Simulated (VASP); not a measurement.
Set up this calculation in VASP 6.6.1, as the native input.

```yaml
Task: single point
Functional: PBE
Potentials_or_basis: VASP PAW PBE potentials, release 64 (Zr_sv, C)
Cutoff: 520 eV
k_mesh: 16 × 16 × 16
Occupations: gaussian, width 0.1 eV
Spin: no spin polarisation
Dipole_correction: no
Further_INCAR_settings: ALGO = Normal; EDIFF = 1e-07; NBANDS = 15
```

The structure of ZrC lies in POSCAR:

```
ZrC
1.0
    0.0000000000      2.4218679029      2.4218679029
    2.4218679029      0.0000000000      2.4218679029
    2.4218679029      2.4218679029      0.0000000000
Zr C
1 1
Direct
    0.5000000000      0.5000000000      0.5000000000
    0.0000000000      0.0000000000      0.0000000000
```

This cell differs from its parent crystal: strained.

These files were run (other wordings do the same):

INCAR

```
PREC = Accurate
ENCUT = 520
EDIFF = 1E-7
ISMEAR = 0
SIGMA = 0.1
LREAL = F
LASPH = T
NELM = 80
ALGO = Normal
ISIF = 2
LWAVE = F
LCHARG = F
GGA = PE
NBANDS = 15
```

KPOINTS

```
regular mesh
0
Gamma
  16 16 16
```

Potentials or basis: VASP PAW PBE potentials, release 64 (Zr_sv, C).

Launch:

```console
$ cat potpaw_PBE.64/Zr_sv/POTCAR potpaw_PBE.64/C/POTCAR > POTCAR
$ mpirun -np 1 vasp_std > vasp.out
```

It gave:

```yaml
Pressure: -15.7 GPa
Band_gap_on_the_k_mesh: zero (band 8 reaches 9.52 eV, above the bottom of band 9 at 8.26 eV)
```

Caveat: the cell differs from its parent crystal (strained).

It took 52 s on 1 thread of Intel Xeon 6975P-C, on a shared host, peak memory 0.2 GiB.
